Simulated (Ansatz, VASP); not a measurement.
## One calculation of C, two programs

Contents of INCAR:

```
SYSTEM = C
PREC = Accurate
ENCUT = 520
EDIFF = 1E-7
ISMEAR = -1
SIGMA = 0.03
LREAL = .False.
LASPH = .True.
NELM = 100
ALGO = Normal
ISIF = 2
LWAVE = .False.
LCHARG = .False.
GGA = PE
NBANDS = 8
```

Contents of KPOINTS:

```
regular mesh
0
Gamma
  15 15 15
  0 0 0
```

The input POSCAR:

```
C
1.0
    1.8465857336      0.0000000000      0.0000000000
    0.0000000000      1.8465857336      0.0000000000
    0.0000000000      0.0000000000      1.7755632054
C
1
Direct
    0.0000000000      0.0000000000      0.0000000000
```

Input for Ansatz:

```yaml
crystal:
  lattice:
    - [1.8465857336, 0.0, 0.0]
    - [0.0, 1.8465857336, 0.0]
    - [0.0, 0.0, 1.7755632054]
  atoms:
    - { symbol: C, position: [0.0, 0.0, 0.0] }
kpoints:
  mp_grid: { grid: [15, 15, 15] }
scf:
  occupations: { method: fermi_dirac, width: 0.03 }
hamiltonian:
  xc: pbe
  pseudopotentials: { kind: all_electron, lapw: { basis_error: 0.001 } }
output:
  forces: true
  stress: true
  eigenvalues: true
```

Change from the starting cell: x and y stretched by +4 %, z held.

Alike in both runs: task single point; functional PBE; k mesh 15 × 15 × 15; occupations fermi-dirac, width 0.03 eV; no spin polarisation.

```csv
,VASP,Ansatz
version,VASP 6.6.1,Ansatz 0.2.0
potentials or method,"VASP PAW PBE potentials, release 64 (C), cutoff 520 eV","all-electron LAPW, scalar-relativistic"
```

Ansatz gave:

- pressure (GPa): -22.8
- traceless stress, the component that is largest in VASP (GPa): 1.55

**Question.** Which values does VASP return?

**Answer.** Pressure (GPa): -22.5; traceless stress, the component that is largest in VASP (GPa): 1.58.

Ansatz ran all-electron here, and VASP with PAW potentials.
